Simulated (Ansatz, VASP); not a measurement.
WS2: VASP beside Ansatz

```
CELL_PARAMETERS angstrom
3.18352 0.00000 0.00000
-1.59176 2.75701 0.00000
0.00000 0.00000 15.59453
ATOMIC_POSITIONS crystal
W 0.33333 0.66667 0.00000
S 0.66667 0.33333 0.90800
S 0.66667 0.33333 0.09200
```

Change from the starting cell: strain +0.000 along x and y, -0.080 along z, atoms carried along.

Alike in both runs: task single point; functional LDA; k mesh 12 × 12 × 2; occupations gaussian, width 0.05 eV; no spin polarisation.

|  | VASP | Ansatz |
| --- | --- | --- |
| version | VASP 6.6.1 | Ansatz 0.2.0 |
| potentials or method | VASP PAW LDA potentials, release 64 (W_sv, S), cutoff 520 eV | scalar-relativistic, plane waves, PAW |
| valence electrons in the cell | 26 | 26 |

VASP gave:

```
gap on the k mesh at the Fermi level (eV) : 0.75
least direct gap on the mesh (eV)         : 1.46
rms of the force components (eV/Å)        : 1.192
```

Estimate Ansatz's values.

gap on the k mesh at the Fermi level (eV): 0.73; least direct gap on the mesh (eV): 1.44; rms of the force components (eV/Å): 1.169.

LDA's correlation is that of Perdew and Zunger in VASP and of Perdew and Wang (1992) in Ansatz. Atom by atom the forces differ by 0.024 eV/Å (rms over components).

Spin-orbit coupling is off throughout.
